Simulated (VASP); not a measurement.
Here is a VASP 6.6.1 calculation.

Contents of INCAR:

```
  PREC = Accurate
  ENCUT = 520
  EDIFF = 1E-6
  ISMEAR = 0
  SIGMA = 0.1
  LREAL = F
  LASPH = T
  NELM = 100
  ALGO = Normal
  ISIF = 2
  LWAVE = F
  LCHARG = T
  GGA = PE
  LELF = T
  LVHAR = T
  NBANDS = 18
```

KPOINTS

```
regular mesh
0
Gamma
  12 12 8
```

The input POSCAR:

```
Si3Br
1.0
    3.5922687165      0.0000000000      0.0000000000
   -1.7961343582      3.1109959657      0.0000000000
    0.0000000000      0.0000000000      7.2068486087
Si Br
3 1
Direct
    0.0000000000      0.0000000000      0.0000000000
    0.6666666667      0.3333333333      0.8104873675
    0.6666666667      0.3333333333      0.1895126325
    0.0000000000      0.0000000000      0.5000000000
```

Potentials or basis: VASP PAW PBE potentials, release 64 (Si, Br).

Command:

```bash
$ cat potpaw_PBE.64/Si/POTCAR potpaw_PBE.64/Br/POTCAR > POTCAR
$ mpirun -np 1 vasp_std > vasp.out
```

Q: Predict the largest force.

A: 0.014 eV/Å.

Q: What does it give for the pressure?

A: 0.0 GPa.

Forces in eV/Å, atoms in the order of the input:
```
Si   0.000  0.000  0.000
Si   0.000  0.000  0.014
Si   0.000  0.000 -0.014
Br   0.000  0.000  0.000
```

Caveat: an odd number of electrons without spin polarisation forces a metal; a magnetic or distorted state may lie lower.
